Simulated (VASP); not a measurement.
A run of VASP 6.6.1 is set up as follows.

INCAR

```
SYSTEM = AlN
PREC     = Accurate       ! precision mode
ENCUT    = 520            ! plane-wave cutoff, eV
EDIFF    = 1E-6           ! SCF threshold, eV
ISMEAR   = -1             ! smearing method
SIGMA    = 0.08           ! smearing width, eV
LREAL    = .False.        ! projectors in reciprocal space
LASPH    = .True.         ! aspherical terms in the spheres
NELM     = 60             ! most SCF steps
ALGO     = Normal         ! electronic algorithm
ISIF     = 2              ! what is computed and relaxed
LWAVE    = .False.        ! write WAVECAR
LCHARG   = .False.        ! write CHGCAR
GGA      = PE             ! functional
NBANDS   = 16             ! bands
```

KPOINTS

```
regular mesh
0
Gamma
  12 12 7
  0 0 0
```

The input POSCAR:

```
AlN
1.0
    2.8556726522      0.0000000000      0.0000000000
   -1.4278363260      2.4730850617      0.0000000000
    0.0000000000      0.0000000000      4.8830904603
Al N
2 2
Direct
    0.0000000000      0.0000000000      0.0000000000
    0.0000000000      0.0000000000      0.5000000000
    0.3333333333      0.6666666667      0.2500000000
    0.6666666667      0.3333333333      0.7500000000
```

Potentials or basis: VASP PAW PBE potentials, release 64 (Al, N).

Run with:

```bash
$ cat potpaw_PBE.64/Al/POTCAR potpaw_PBE.64/N/POTCAR > POTCAR
$ mpirun -np 1 vasp_std > vasp.out
```

**Question.** Predict the pressure.

**Answer.** -0.3 GPa.

**Question.** Estimate the band gap on the k mesh.

**Answer.** 4.74 eV, indirect (least direct gap 4.83 eV).

Stress tensor (GPa, compression positive):
```
-0.26  0.00  0.00
 0.00 -0.26  0.00
 0.00  0.00 -0.40
```

A k mesh can miss the band edges.
